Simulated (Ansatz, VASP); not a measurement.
**Two plane-wave programs on Sc**

```
Sc
1.0
     3.30880    0.00000    0.00000
    -1.65440    2.86550    0.00000
     0.00000    0.00000    5.32068
Sc
2
Direct
  0.33333 0.66667 0.25000
  0.66667 0.33333 0.75000
```

Change from the starting cell: strain +0.0100 x Voigt [0, 0, 1, 0, 0, 0], atoms carried along.

Alike in both runs: task single point; functional PBEsol; k mesh 18 × 18 × 10; occupations gaussian, width 0.15 eV; no spin polarisation.

|  | VASP | Ansatz |
| --- | --- | --- |
| version | VASP 6.6.1 | Ansatz 0.2.0 |
| potentials or method | VASP PAW PBE potentials, release 64 (Sc_sv), cutoff 520 eV | scalar-relativistic, plane waves, PAW |
| valence electrons in the cell | 22 | 22 |

|  | VASP | Ansatz | Ansatz less VASP |
| --- | --- | --- | --- |
| gap on the k mesh at the Fermi level (eV) | none | none | - |
| pressure (GPa) | -3.2 | -3.2 | -0.02 |
| traceless stress, the component that is largest in VASP (GPa) | -1.48 | -1.48 | +0.003 |

VASP's potentials were made for PBE, not for PBEsol. A gap of «none» marks a metal or a gap that the smearing closes.
